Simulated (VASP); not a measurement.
# MgO (P1) in VASP: notebook, part 3 of 3

VASP 6.6.1. The steps go on from the part before.

## (6) Single point, PBEsol (atom 6 (O) moved by -0.390 Å along [1 0 0] and -0.650 Å along [0 0 1])

File INCAR:

```
SYSTEM = MgO
ALGO = Normal ; EDIFF = 1E-6
ENCUT = 520 ; GGA = PS
ISIF = 2 ; ISMEAR = 0
LASPH = .TRUE. ; LCHARG = .FALSE.
LREAL = .FALSE. ; LWAVE = .FALSE.
NBANDS = 26 ; NELM = 80
PREC = Accurate ; SIGMA = 0.05
```

File KPOINTS:

```
k-points
0
G
  9 9 4
  0 0 0
```

File POSCAR:

```
MgO
1.0
    3.2553371795      0.0000000000      0.0000000000
   -1.6276685897      2.8192046953      0.0000000000
    0.0000000000      0.0000000000     10.4149514991
Mg O
4 4
Direct
    0.3333333333      0.6666666667      0.9695963559
    0.0000000000      0.0000000000      0.2209473890
    0.0000000000      0.0000000000      0.7209473890
    0.6666666667      0.3333333333      0.4695963559
    0.3333333333      0.6666666667      0.7799156657
   -0.1198032580      0.0000000000      0.4671284932
    0.0000000000      0.0000000000      0.0295387694
    0.6666666667      0.3333333333      0.2799156657
```

Potentials or basis: VASP PAW PBE potentials, release 64 (Mg, O).

Run with:

```bash
> cat potpaw_PBE.64/Mg/POTCAR potpaw_PBE.64/O/POTCAR > POTCAR
> mpirun -np 1 vasp_std > vasp.out
```

OUTCAR:

```text
SYSTEM = MgO
   EDIFF = 1E-6
   ENCUT = 520
   GGA = PS
   ISIF = 2
   ISMEAR = 0
   LASPH = .TRUE.
   LREAL = .FALSE.
   NELM = 80
   PREC = Accurate

 ion  position               nearest neighbor table
   1  0.333  0.667  0.970-   5 1.98   7 1.98   7 1.98   7 1.98   3 3.20   3 3.20   3 3.20   2 3.22
                             2 3.22   2 3.22
   2  0.000  0.000  0.221-   8 1.98   8 1.98   8 1.98   7 1.99   6 2.59   4 3.20   4 3.20   4 3.20
                             1 3.22   1 3.22   1 3.22
   3  0.000  0.000  0.721-   5 1.98   5 1.98   5 1.98   6 2.67   1 3.20   1 3.20   1 3.20   4 3.22
                             4 3.22   4 3.22
   4  0.667  0.333  0.470-   6 1.55   6 1.92   8 1.98   6 2.23   2 3.20   2 3.20   2 3.20   3 3.22
                             3 3.22   3 3.22
   5  0.333  0.667  0.780-   1 1.98   3 1.98   3 1.98   3 1.98
   6  0.880  0.000  0.467-   4 1.55   4 1.92   4 2.23   2 2.59   3 2.67
   7  0.000  0.000  0.030-   1 1.98   1 1.98   1 1.98   2 1.99
   8  0.667  0.333  0.280-   4 1.98   2 1.98   2 1.98   2 1.98

  LATTYP: Found a hexagonal cell.
 ALAT       =     3.2553371795
 C/A-ratio  =     3.1993464655

  Lattice vectors:

 A1 = (   3.2553371795,   0.0000000000,   0.0000000000)
 A2 = (  -1.6276685897,   2.8192046953,   0.0000000000)
 A3 = (   0.0000000000,   0.0000000000,  10.4149514991)

[... 190 lines left out ...]
 fundamental gap:      0.9445005810
 Fermi energy:         2.4260214121

 k-point     1 :       0.0000    0.0000    0.0000
  band No.  band energies     occupation
      1     -16.2549      2.00000
      2     -14.8677      2.00000
      3     -14.7187      2.00000
      4     -13.0580      2.00000
      5      -3.1010      2.00000
      6      -1.1814      2.00000
[... 685 lines left out ...]
     25      12.9502      0.00000
     26      13.8915      0.00000

 [... further k-points ...]
[... 5 lines left out ...]
  --------------------------------------------------------------------------------------
  -------------------------------------------------------------------------------------
  Total       10.1582650      7.6794942     -0.6111223     -9.0724576     -0.0607104     -0.1659580
  in kB      170.2747607    128.7251363    -10.2437481   -152.0742522     -1.0176387     -2.7818192
  external PRESSURE =      96.2520496 kB  Pullay stress =       0.0000000 kB

 VOLUME and BASIS-vectors are now :
 -----------------------------------------------------------------------------
  energy-cutoff  :      520.00
  volume of cell :       95.58
      direct lattice vectors                 reciprocal lattice vectors
     3.255337180  0.000000000  0.000000000     0.307187841  0.177354983  0.000000000
    -1.627668590  2.819204695  0.000000000     0.000000000  0.354709965  0.000000000
     0.000000000  0.000000000 10.414951499     0.000000000  0.000000000  0.096015810

 POSITION                                       TOTAL-FORCE (eV/Angst)
 -----------------------------------------------------------------------------------
     -0.00000      1.87947     10.09830        -0.000750     -0.000857      1.088600
      0.00000      0.00000      2.30116        -0.056739     -0.002719      1.185633
      0.00000      0.00000      7.50863        -0.198567      0.001161      0.027357
      1.62767      0.93973      4.89082        -9.410457      5.958114     -2.495374
     -0.00000      1.87947      8.12278        -0.025478     -0.015825     -1.001635
      2.86534      0.00000      4.86512         9.976690     -6.024277      3.911208
      0.00000      0.00000      0.30764         0.002345     -0.000101     -1.099585
      1.62767      0.93973      2.91531        -0.287044      0.084503     -1.616203
 -----------------------------------------------------------------------------------
    total drift:                                0.000027      0.000116      0.000155

  FREE ENERGIE OF THE ION-ELECTRON SYSTEM (eV)
  ---------------------------------------------------
  free  energy   TOTEN  =       -45.5486738794 eV

  energy  without entropy=      -45.5486738794  energy(sigma->0) =      -45.54867388
```

OSZICAR:

```text
N       E                     dE             d eps       ncg     rms          rms(c)
DAV:   1     0.142156416144E+03    0.14216E+03   -0.14435E+04  8476   0.107E+03
DAV:   2    -0.439379138874E+02   -0.18609E+03   -0.17395E+03 11182   0.233E+02
DAV:   3    -0.551184674767E+02   -0.11181E+02   -0.11119E+02 10606   0.586E+01
DAV:   4    -0.551883701007E+02   -0.69903E-01   -0.69871E-01 10008   0.537E+00
DAV:   5    -0.551888124473E+02   -0.44235E-03   -0.44228E-03 10678   0.425E-01    0.165E+01
DAV:   6    -0.460216095480E+02    0.91672E+01   -0.31050E+01 10214   0.327E+01    0.590E+00
DAV:   7    -0.457480597177E+02    0.27355E+00   -0.91258E-01 10192   0.637E+00    0.333E+00
DAV:   8    -0.455528405600E+02    0.19522E+00   -0.39495E-01 10398   0.555E+00    0.529E-01
DAV:   9    -0.455516853403E+02    0.11552E-02   -0.48409E-02 10476   0.143E+00    0.381E-01
DAV:  10    -0.455497431865E+02    0.19422E-02   -0.11475E-02 10022   0.698E-01    0.199E-01
DAV:  11    -0.455488421909E+02    0.90100E-03   -0.15087E-03 10446   0.368E-01    0.821E-02
DAV:  12    -0.455486932585E+02    0.14893E-03   -0.77297E-04 10486   0.211E-01    0.210E-02
DAV:  13    -0.455486789921E+02    0.14266E-04   -0.68018E-05 10380   0.664E-02    0.134E-02
DAV:  14    -0.455486742821E+02    0.47100E-05   -0.18191E-05 10482   0.298E-02    0.507E-03
DAV:  15    -0.455486738794E+02    0.40268E-06   -0.14595E-06  8398   0.910E-03
   1 F= -.45548674E+02 E0= -.45548674E+02  d E =-.328161E-13
```

Wall time 2.2 min (1 thread of Intel Xeon Platinum 8481C at 2.70GHz (Sapphire Rapids), shared host); peak memory 0.42 GiB.

What came out:

```
Free energy            : -45.5487 eV
Pressure               : 9.6 GPa
Largest force          : 12.293 eV/Å
Band gap on the k mesh : 0.94 eV, indirect (the least direct gap lies 1.8 meV higher)
```

Forces on the atoms (eV/Å):
```
Mg  -0.001 -0.001  1.089
Mg  -0.057 -0.003  1.186
Mg  -0.199  0.001  0.027
Mg  -9.410  5.958 -2.495
O   -0.025 -0.016 -1.002
O    9.977 -6.024  3.911
O    0.002  0.000 -1.100
O   -0.287  0.085 -1.616
```

Caveat: the cell differs from its parent crystal (atom 6 (O) moved by -0.390 Å along [1 0 0] and -0.650 Å along [0 0 1]); the PAW data sets were made with another functional, which shifts forces and pressure a little. A k mesh can miss the band edges.
